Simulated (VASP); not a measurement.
Runs of VASP 6.6.1 on Pt. The structure is that of space group I4/mmm (No. 139), or close to it. The cells are those of the table. 

| cell | gap on the mesh (eV) | pressure (GPa) |
| --- | --- | --- |
| a = 2.826, b = 2.901, c = 2.830 Å, angles 59.1, 61.7, 59.2°, 1 atom | none | -23.5 |
| a = 2.705, b = 2.863, c = 2.909 Å, angles 55.9, 61.2, 62.9°, 1 atom | none | -15.0 |
| a = 2.729, b = 2.886, c = 2.909 Å, angles 56.2, 61.5, 62.3°, 1 atom | none | -19.0 |
| a = 2.777, b = 2.892, c = 2.869 Å, angles 57.6, 61.6, 60.8°, 1 atom | none | -21.7 |
| a = 2.682, b = 2.531, c = 2.606 Å, angles 62.9, 57.2, 59.9°, 1 atom | none | 85.5 |
| a = 2.851, b = 3.002, c = 2.909 Å, angles 57.7, 62.8, 59.5°, 1 atom | none | (a) |
| a = 2.659, b = 2.543, c = 2.642 Å, angles 61.7, 57.3, 61.0°, 1 atom | none | 77.0 |
| a = 2.753, b = 2.679, c = 2.679 Å, angles 61.9, 59.1, 59.1°, 1 atom | none | (b) |
| a = 2.826, b = 2.939, c = 2.869 Å, angles 58.2, 62.1, 59.6°, 1 atom | none | (c) |
| a = 2.777, b = 2.932, c = 2.909 Å, angles 56.8, 62.0, 61.2°, 1 atom | none | -25.4 |
| a = 2.682, b = 2.682, c = 2.753 Å, angles 59.1, 59.1, 61.8°, 1 atom | none | 20.8 |
| a = 2.851, b = 2.963, c = 2.869 Å, angles 58.5, 62.4, 59.1°, 1 atom | none | -29.4 |

Alike in all rows: task single point; level LDA; potentials or basis VASP PAW LDA potentials, release 64 (Pt); no spin polarisation; k mesh 20 × 20 × 20; cutoff (eV) 520; smearing gaussian 0.15 eV.

**Question.** Fill in the values left out.

**Answer.** (a) -32.1; (b) 21.7; (c) -27.2.

Caveats: spin-orbit coupling is left out, which moves the levels of the heavy elements; the cell stands under tension (at least some runs); the cell stands under pressure (at least some runs).

A k mesh can miss the band edges, and the runs leave out spin-orbit coupling on Pt.

A gap of «none» marks levels without a gap at the run's occupations.
